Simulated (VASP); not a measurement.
Input of a VASP 6.6.1 run:

The input INCAR:

```
ALGO = Fast ; EDIFF = 1E-6
ENCUT = 520 ; GGA = PS
ISIF = 2 ; ISMEAR = 0
LASPH = True ; LCHARG = False
LREAL = False ; LWAVE = False
NBANDS = 22 ; NELM = 100
PREC = Accurate ; SIGMA = 0.15
```

KPOINTS

```
k-points
0
Gamma
  12 12 10
```

Contents of POSCAR:

```
Al3Ni2
1.0
    3.7029041654      0.0000000000      0.0000000000
   -1.8514520827      3.2068090750      0.0000000000
    0.0000000000      0.0000000000      4.8594646093
Al Ni
3 2
Direct
    0.0000000000      0.0000000000      0.0000000000
    0.3333333333      0.6666666667      0.6477829058
    0.6666666667      0.3333333333      0.3522170942
    0.3333333333      0.6666666667      0.1455709071
    0.6666666667      0.3333333333      0.8544290929
```

Potentials or basis: VASP PAW PBE potentials, release 64 (Al, Ni).

The run is started by

```sh
$ cat potpaw_PBE.64/Al/POTCAR potpaw_PBE.64/Ni/POTCAR > POTCAR
$ mpirun -np 1 vasp_std > vasp.out
```

**Question.** What does it give for the pressure?

**Answer.** 31.6 GPa.

**Question.** What does it give for the largest force?

**Answer.** 0.489 eV/Å.

Forces on the atoms (eV/Å):
```
Al   0.000  0.000  0.000
Al   0.000  0.000 -0.264
Al   0.000  0.000  0.264
Ni   0.000  0.000  0.489
Ni   0.000  0.000 -0.489
```

Caveat: the cell differs from its parent crystal (strain -0.0750 x Voigt [1, 1, 0, 0, 0, 0]); the cell stands under pressure; the PAW data sets were made with another functional, which shifts forces and pressure a little. Spin polarisation is off, so any magnetic state and its effect on volume and gap are missing.
